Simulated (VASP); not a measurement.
# Li (I4/mmm) in VASP: single point with PBEsol

Aim: the single point of Li with PBEsol.

Everything below comes from runs of VASP 6.6.1. Logs are shortened: lines on timing, memory, paths and dates and some standing lists are left out, and cuts for length are marked.

### Step 1. The cell of the first run

Symmetry: I4/mmm, No. 139, tetragonal system. The conventional cell has a = 3.329 Å, b = 3.329 Å, c = 3.639 Å, α = 90.00°, β = 90.00°, γ = 90.00°. Within 3.9 Å of Li (site symmetry 4/mmm) lie 14 Li at 2.97 to 3.64 Å.

### Step 2. Single point, PBEsol (biaxial strain in the a-b plane: -3.0 %, then relaxed in part)

The input, INCAR:

```
SYSTEM = Li
PREC     = Accurate       ! precision mode
ENCUT    = 750            ! plane-wave cutoff, eV
EDIFF    = 1E-6           ! SCF threshold, eV
ISMEAR   = 0              ! smearing method
SIGMA    = 0.1            ! smearing width, eV
LREAL    = .FALSE.        ! projectors in reciprocal space
LASPH    = .TRUE.         ! aspherical terms in the spheres
NELM     = 120            ! most SCF steps
ALGO     = Normal         ! electronic algorithm
ISIF     = 2              ! what is computed and relaxed
LWAVE    = .FALSE.        ! write WAVECAR
LCHARG   = .FALSE.        ! write CHGCAR
GGA      = PS             ! functional
NBANDS   = 10             ! bands
GGA_COMPAT= .FALSE.
```

The input, KPOINTS:

```
Automatic mesh
0
G
  16 16 16
  0 0 0
```

The input, POSCAR:

```
Li
1.0
    3.3285041218      0.0000000000      0.0000000000
    0.0000000000      3.3285041218      0.0000000000
    0.0000000000      0.0000000000      3.6385802188
Li
2
Direct
    0.0000000000      0.0000000000      0.0000000000
    0.5000000000      0.5000000000      0.5000000000
```

Potentials or basis: VASP PAW PBE potentials, release 64 (Li_sv).

On the command line:

```sh
> cat potpaw_PBE.64/Li_sv/POTCAR > POTCAR
> mpirun -np 1 vasp_std > vasp.out
```

OUTCAR:

```text
SYSTEM = Li
   PREC = Accurate
   ENCUT = 750
   EDIFF = 1E-6
   ISMEAR = 0
   LREAL = .FALSE.
   LASPH = .TRUE.
   NELM = 120
   ISIF = 2
   GGA = PS

 ion  position               nearest neighbor table
   1  0.000  0.000  0.000-
   2  0.500  0.500  0.500-

  LATTYP: Found a simple tetragonal cell.
 ALAT       =     3.3285041218
 C/A-ratio  =     1.0931577927

  Lattice vectors:

 A1 = (   3.3285041218,   0.0000000000,   0.0000000000)
 A2 = (   0.0000000000,   3.3285041218,   0.0000000000)
 A3 = (   0.0000000000,   0.0000000000,   3.6385802188)

Analysis of symmetry for initial positions (statically):
=====================================================================
 Subroutine PRICEL returns following result:

  LATTYP: Found a body centered tetragonal cell.
 ALAT       =     3.3285041218
 C/A-ratio  =     1.0931577927

  Lattice vectors:

 A1 = (  -1.6642520609,  -1.6642520609,  -1.8192901094)
 A2 = (   1.6642520609,   1.6642520609,  -1.8192901094)
 A3 = (   1.6642520609,  -1.6642520609,   1.8192901094)

   2 primitive cells build up your supercell.

 Routine SETGRP: Setting up the symmetry group for a
 simple tetragonal supercell.

 Subroutine GETGRP returns: Found 16 space group operations
 (whereof 16 operations were pure point group operations)
 out of a pool of 16 trial point group operations.

The static configuration has the point symmetry D_4h.

Analysis of symmetry for dynamics (positions and initial velocities):
=====================================================================
 Subroutine PRICEL returns following result:

  LATTYP: Found a body centered tetragonal cell.
 ALAT       =     3.3285041218
 C/A-ratio  =     1.0931577927

  Lattice vectors:

 A1 = (  -1.6642520609,  -1.6642520609,  -1.8192901094)
 A2 = (   1.6642520609,   1.6642520609,  -1.8192901094)
 A3 = (   1.6642520609,  -1.6642520609,   1.8192901094)

   2 primitive cells build up your supercell.

 Routine SETGRP: Setting up the symmetry group for a
 simple tetragonal supercell.

 Subroutine GETGRP returns: Found 16 space group operations
 (whereof 16 operations were pure point group operations)
 out of a pool of 16 trial point group operations.

The dynamic configuration has the point symmetry D_4h.

 Subroutine INISYM returns: Found 16 space group operations
 (whereof 16 operations are pure point group operations),
 and found     2 'primitive' translations

----------------------------------------------------------------------------------------

                                     Primitive cell

  volume of cell :      20.1558

  direct lattice vectors                    reciprocal lattice vectors
    -1.664252061 -1.664252061 -1.819290109     0.000000000 -0.300435260 -0.274832473
     1.664252061  1.664252061 -1.819290109     0.300435260  0.000000000 -0.274832473
     1.664252061 -1.664252061  1.819290109     0.300435260 -0.300435260  0.000000000

  length of vectors
     2.974775008  2.974775008  2.974775008     0.407178380  0.407178380  0.424879619

  position of ions in fractional coordinates (direct lattice)
     0.000000000  0.000000000  0.000000000

  ion indices of the primitive-cell ions
   primitive index   ion index
                 1           1

----------------------------------------------------------------------------------------

 KPOINTS: Automatic mesh

Automatic generation of k-mesh.
 Grid dimensions read from file:
 generate k-points for:   16   16   16

 Generating k-lattice:

  Cartesian coordinates                     Fractional coordinates (reciprocal lattice)
     0.018777204  0.000000000  0.000000000     0.062500000  0.000000000  0.000000000
     0.000000000  0.018777204  0.000000000     0.000000000  0.062500000  0.000000000
     0.000000000  0.000000000  0.017177030     0.000000000  0.000000000  0.062500000

  Length of vectors
     0.018777204  0.018777204  0.017177030

  Shift w.r.t. Gamma in fractional coordinates (k-lattice)
     0.000000000  0.000000000  0.000000000

 Subroutine IBZKPT returns following result:
 ===========================================

 Found    405 irreducible k-points:

 Following reciprocal coordinates:
            Coordinates               Weight
  0.000000  0.000000  0.000000      1.000000
  0.062500  0.000000  0.000000      4.000000
  0.125000  0.000000  0.000000      4.000000
  0.187500  0.000000  0.000000      4.000000
  0.250000  0.000000  0.000000      4.000000
  0.312500  0.000000  0.000000      4.000000
[... 16 lines left out ...]
  0.437500  0.125000  0.000000      8.000000
  0.500000  0.125000  0.000000      4.000000
 [... further k-points ...]
   k-points           NKPTS =    405   k-points in BZ     NKDIM =    405   number of bands    NBANDS=     10
   number of dos      NEDOS =    301   number of ions     NIONS =      2
   total plane-waves  NPLWV =  28800
   dimension x,y,z NGX =    30 NGY =   30 NGZ =   32
   dimension x,y,z NGXF=    60 NGYF=   60 NGZF=   64
   ions per type =               2
   NGX,Y,Z   is equivalent  to a cutoff of  14.98, 14.98, 14.62 a.u.
   NGXF,Y,Z  is equivalent  to a cutoff of  29.97, 29.97, 29.24 a.u.
 SYSTEM =  Li
   PREC   = accura    normal or accurate (medium, high low for compatibility)
   ISTART =      0    job   : 0-new  1-cont  2-samecut
   ICHARG =      2    charge: 1-file 2-atom 10-const
   ISPIN  =      1    spin polarized calculation?
   LNONCOLLINEAR =      F non collinear calculations
   LSORBIT =      F    spin-orbit coupling
   LASPH  =      T    aspherical Exc in radial PAW
   ENCUT  =  750.0 eV  55.12 Ry    7.42 a.u.   7.43  7.43  8.12*2*pi/ulx,y,z
   NELM   =    120;   NELMIN=  2; NELMDL= -5     # of ELM steps
   EDIFF  = 0.1E-05   stopping-criterion for ELM
   LREAL  =      F    real-space projection
[... 7 lines left out ...]
   TEBEG  =    0.0;   TEEND  =   0.0 temperature during run
   PSTRESS=    0.0 pullay stress
   NELECT =       6.0000    total number of electrons
   NUPDOWN=      -1.0000    fix difference up-down
   EMIN   =  10.00;   EMAX   =-10.00  energy-range for DOS
   EFERMI =   0.00;   METHOD = LEGACY
   ISMEAR =     0;   SIGMA  =   0.10  broadening in eV -4-tet -1-fermi 0-gaus
   EFERMI_NEDOS =   21; number of points for ismear=-14 and -15
   IALGO  =     38    algorithm
   IMIX   =      4    mixing-type and parameters
     AMIX     =   0.40;   BMIX     =  1.00
     AMIX_MAG =   1.60;   BMIX_MAG =  1.00
  volume/ion in A,a.u.               =      20.16       136.02
  Fermi-wavevector in a.u.,A,eV,Ry     =   0.867591  1.639510 10.241305  0.752715
  Thomas-Fermi vector in A             =   1.986147
   LORBIT       =      0    0 simple, 1 ext, 2 COOP (PROOUT), +10 PAW based schemes
   GGA     = PS    functional components
   LHFCALC =     F    Hartree Fock is set to
   AEXX    =    0.0000 exact exchange contribution
   IVDW    =     0    specifies the selected vdW correction
   LEPSILON=     F    determine dielectric tensor
   LRPA    =     F    only Hartree local field effects (RPA)
 non-spin polarized calculation
 Gauss-broadening in eV      SIGMA  =   0.10
  energy-cutoff  :      750.00
  volume of cell :       40.31
 maximum number of plane-waves:      1912
 NGX is ok and might be reduce to    30
   NGX = 15   NGY = 15   NGZ = 17

 number of electron       5.9999990 magnetization

 Free energy of the ion-electron system (eV)
  ---------------------------------------------------
  ext. energy  EPLUGINS =         0.00000000
  ---------------------------------------------------
  free energy    TOTEN  =        -3.93503788 eV

  energy without entropy =       -3.93010459  energy(sigma->0) =       -3.93257123

 E-fermi :   0.6507     XC(G=0):  -7.0317

 val. band max:        0.6492315887   @ k =   0.4375   0.3750   0.1875
 cond. band min:       0.6517081348   @ k =   0.3750   0.3125   0.3750
 fundamental gap:      0.0024765461
 Fermi energy:         0.6507199570

 k-point     1 :       0.0000    0.0000    0.0000
  band No.  band energies     occupation
      1     -45.2519      2.00000
      2     -45.2174      2.00000
      3      -2.9320      2.00000
      4       4.9464      0.00000
      5       6.8701      0.00000
      6       6.8701      0.00000
      7       7.7139      0.00000
      8       9.0876      0.00000
      9      14.5238      0.00000
     10      15.1159      0.00000

 k-point     2 :       0.0625    0.0000    0.0000
  band No.  band energies     occupation
      1     -45.2515      2.00000
      2     -45.2177      2.00000
      3      -2.8928      2.00000
      4       4.9978      0.00000
      5       6.1721      0.00000
      6       6.9207      0.00000
      7       7.9288      0.00000
      8       9.6748      0.00000
      9      14.5644      0.00000
     10      14.8227      0.00000

 k-point     3 :       0.1250    0.0000    0.0000
  band No.  band energies     occupation
      1     -45.2503      2.00000
      2     -45.2184      2.00000
      3      -2.7748      2.00000
      4       5.0730      0.00000
      5       5.1520      0.00000
      6       7.0723      0.00000
      7       8.1508      0.00000
      8      10.8279      0.00000
      9      14.1068      0.00000
     10      14.8931      0.00000

 k-point     4 :       0.1875    0.0000    0.0000
  band No.  band energies     occupation
      1     -45.2483      2.00000
      2     -45.2196      2.00000
      3      -2.5771      2.00000
      4       3.9751      0.00000
      5       5.4087      0.00000
      6       7.3245      0.00000
      7       8.4240      0.00000
      8      11.9582      0.00000
      9      13.1268      0.00000
     10      14.3409      0.00000
[... 222 lines left out ...]
 k-point    22 :       0.3750    0.1250    0.0000
  band No.  band energies     occupation
      1     -45.2384      2.00000
      2     -45.2262      2.00000
      3      -1.3446      2.00000
      4       1.2475      0.00000
      5       6.9881      0.00000
      6       7.0706      0.00000
      7      10.1507      0.00000
      8      10.2291      0.00000
      9      10.8234      0.00000
     10      12.6215      0.00000

 k-point    23 :       0.4375    0.1250    0.0000
  band No.  band energies     occupation
      1     -45.2351      2.00000
      2     -45.2289      2.00000
      3      -0.8223      2.00000
      4       0.4738      1.98764
      5       7.6441      0.00000
      6       7.7217      0.00000
      7       9.2332      0.00000
      8       9.3078      0.00000
      9      11.2690      0.00000
     10      12.1735      0.00000

 k-point    24 :       0.5000    0.1250    0.0000
  band No.  band energies     occupation
      1     -45.2319      2.00000
      2     -45.2319      2.00000
      3      -0.2163      2.00000
      4      -0.2163      2.00000
      5       8.3943      0.00000
      6       8.3943      0.00000
      7       8.4692      0.00000
      8       8.4692      0.00000
      9      11.7227      0.00000
     10      11.7227      0.00000

 [... further k-points ...]

------------------------ aborting loop because EDIFF is reached ----------------------------------------

  FORCE on cell =-STRESS in cart. coord.  units (eV):
  Direction    XX          YY          ZZ          XY          YZ          ZX
  --------------------------------------------------------------------------------------
  -------------------------------------------------------------------------------------
  Total       -0.0067941     -0.0067941     -0.0275916      0.0000000      0.0000000      0.0000000
  in kB       -0.2700292     -0.2700292     -1.0966243      0.0000000      0.0000000      0.0000000
  external PRESSURE =      -0.5455609 kB  Pullay stress =       0.0000000 kB

 VOLUME and BASIS-vectors are now :
 -----------------------------------------------------------------------------
  energy-cutoff  :      750.00
  volume of cell :       40.31
      direct lattice vectors                 reciprocal lattice vectors
     3.328504122  0.000000000  0.000000000     0.300435260  0.000000000  0.000000000
     0.000000000  3.328504122  0.000000000     0.000000000  0.300435260  0.000000000
     0.000000000  0.000000000  3.638580219     0.000000000  0.000000000  0.274832473

 POSITION                                       TOTAL-FORCE (eV/Angst)
 -----------------------------------------------------------------------------------
      0.00000      0.00000      0.00000         0.000000      0.000000      0.000000
      1.66425      1.66425      1.81929        -0.000000     -0.000000     -0.000000
 -----------------------------------------------------------------------------------
    total drift:                                0.000000      0.000000      0.000000

  FREE ENERGIE OF THE ION-ELECTRON SYSTEM (eV)
  ---------------------------------------------------
  free  energy   TOTEN  =        -3.9350378779 eV

  energy  without entropy=       -3.9301045869  energy(sigma->0) =       -3.93257123
```

Wall time 2.1 min (1 thread of Intel Xeon Platinum 8259CL at 2.50GHz (Skylake/Cascade Lake), shared host); peak memory 0.32 GiB.

What came out:

```yaml
Free_energy: -3.9350 eV
Pressure: -0.1 GPa
Band_gap_on_the_k_mesh: zero (bands 3 and 4 overlap by 4.75 eV)
```

Caveat: the cell differs from its parent crystal (biaxial strain in the a-b plane: -3.0 %, then relaxed in part); the PAW data sets were made with another functional, which shifts forces and pressure a little.
